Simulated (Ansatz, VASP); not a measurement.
**One calculation of Mo2W, two programs**

```xyz
3
Lattice="4.4858 0.0000 0.0000 -2.2429 3.8848 0.0000 0.0000 0.0000 2.7333" Properties=species:S:1:pos:R:3 pbc="T T T"
Mo    0.0000    2.5899    0.9149
Mo    2.2429    1.2949    1.8184
W     0.0000    0.0000    0.0000
```

Alike in both runs: functional PBE; k mesh 6 × 6 × 6; occupations gaussian, width 0.1 eV; no spin polarisation.

Ansatz relaxed the structure, and its values are those at the end. VASP's run is a single point on that final structure, the one shown.

```csv
,VASP,Ansatz
version,VASP 6.6.1,Ansatz 0.2.0
potentials or method,"VASP PAW PBE potentials, release 64 (Mo_sv, W_sv), cutoff 520 eV","scalar-relativistic, plane waves, PAW"
valence electrons in the cell,42,42
```

VASP gave:

* gap on the k mesh at the Fermi level (eV): none
* pressure (GPa): 0.4
* rms of the force components (eV/Å): 0.003

Q: Estimate Ansatz's values.

A: gap on the k mesh at the Fermi level (eV): none; pressure (GPa): -0.1; rms of the force components (eV/Å): 0.002.

A gap of «none» marks a metal or a gap that the smearing closes. With one functional, cell and mesh, what is left measures potentials, basis and numerics.

The k mesh is coarse, so the values compare programs but aren't converged. Neither program's run includes spin-orbit coupling.
